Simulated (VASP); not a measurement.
Here is a VASP 6.6.1 calculation.

The input POSCAR:

```
BeTe
1.0
    0.0000000000      2.8243275181      2.8243275181
    2.8243275181      0.0000000000      2.8243275181
    2.8243275181      2.8243275181      0.0000000000
Te Be
1 1
Direct
    0.7500000000      0.7500000000      0.7500000000
    0.0000000000      0.0000000000      0.0000000000
```

INCAR.step1

```
SYSTEM = BeTe
ALGO = Normal
EDIFF = 1E-4
ENCUT = 520
GGA = PE
ISMEAR = -1
LASPH = .TRUE.
LCHARG = .FALSE.
LREAL = .FALSE.
LWAVE = .TRUE.
NBANDS = 11
NELM = 100
PREC = Accurate
SIGMA = 0.05
```

Contents of INCAR.step2:

```
SYSTEM = BeTe
ALGO = Normal
EDIFF = 1E-6
ENCUT = 520
ISIF = 2
ISMEAR = -1
ISTART = 1
LASPH = .TRUE.
LCHARG = .TRUE.
LELF = .TRUE.
LMIXTAU = .TRUE.
LREAL = .FALSE.
LVHAR = .TRUE.
LWAVE = .FALSE.
METAGGA = R2SCAN
NBANDS = 11
NELM = 100
PREC = Accurate
SIGMA = 0.05
```

File KPOINTS:

```
k-points
0
G
  8 8 8
  0 0 0
```

Potentials or basis: VASP PAW PBE potentials, release 64 (Te, Be).

The run is started by

```console
$ cat potpaw_PBE.64/Te/POTCAR potpaw_PBE.64/Be/POTCAR > POTCAR
$ cp INCAR.step1 INCAR
$ mpirun -np 1 vasp_std > vasp.out
$ cp INCAR.step2 INCAR
$ mpirun -np 1 vasp_std > vasp.out
```

**Question.** What does it give for the band gap on the k mesh?

**Answer.** 2.36 eV, indirect (least direct gap 4.03 eV).

**Question.** Estimate the pressure.

**Answer.** 0.4 GPa.

Caveat: the PAW data sets were made with another functional, which shifts forces and pressure a little; spin-orbit coupling is left out, which moves the levels of the heavy elements. r2SCAN opens gaps a little over a GGA but as a rule still falls short of measured ones.
